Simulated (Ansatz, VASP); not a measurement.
**Two plane-wave programs on InSb**

Contents of INCAR:

```
PREC = Accurate
ENCUT = 520
EDIFF = 1E-6
ISMEAR = 0
SIGMA = 0.15
LREAL = F
LASPH = T
NELM = 100
ALGO = Normal
ISIF = 2
LWAVE = F
LCHARG = F
GGA = PS
NBANDS = 16
```

The input KPOINTS:

```
regular mesh
0
Gamma
  18 18 10
```

The input POSCAR:

```
InSb
1.0
    3.1188072105      0.0000000000      0.0000000000
    0.0000000000      3.1188072105      0.0000000000
    0.0000000000      0.0000000000      6.0485990460
In Sb
1 1
Direct
    0.0000000000      0.0000000000      0.0000000000
    0.0000000000      0.0000000000      0.5000000000
```

Input for Ansatz:

```yaml
crystal:
  lattice:
    - [3.1188072105, 0.0, 0.0]
    - [0.0, 3.1188072105, 0.0]
    - [0.0, 0.0, 6.048599046]
  atoms:
    - { symbol: In, position: [0.0, 0.0, 0.0] }
    - { symbol: Sb, position: [0.0, 0.0, 0.5] }
basis:
  ecutwfc: 420
kpoints:
  mp_grid: { grid: [18, 18, 10] }
hamiltonian:
  xc: pbesol
scf:
  occupations: { method: gaussian, width: 0.15 }
output:
  forces: true
  stress: true
  eigenvalues: true
```

Alike in both runs: task single point; functional PBEsol; k mesh 18 × 18 × 10; occupations gaussian, width 0.15 eV; no spin polarisation.

```csv
,VASP,Ansatz
version,VASP 6.6.1,Ansatz 0.2.0
potentials or method,"VASP PAW PBE potentials, release 64 (In_d, Sb), cutoff 520 eV","scalar-relativistic, plane waves, PAW"
valence electrons in the cell,18,28
```

```csv
,VASP,Ansatz,Ansatz less VASP
gap on the k mesh at the Fermi level (eV),none,none,-
pressure (GPa),-2.2,-2.2,-0.02
"traceless stress, the component that is largest in VASP (GPa)",1.95,1.95,+0.006
```

VASP's potentials were made for PBE, not for PBEsol. A gap of «none» marks a metal or a gap that the smearing closes. The functional is the same, so the differences come from potentials, cutoffs and numerics. VASP's potentials hold 18 valence electrons a cell and Ansatz's 28, so a difference there can come from the potentials and not from the codes.

Spin-orbit coupling is off throughout.
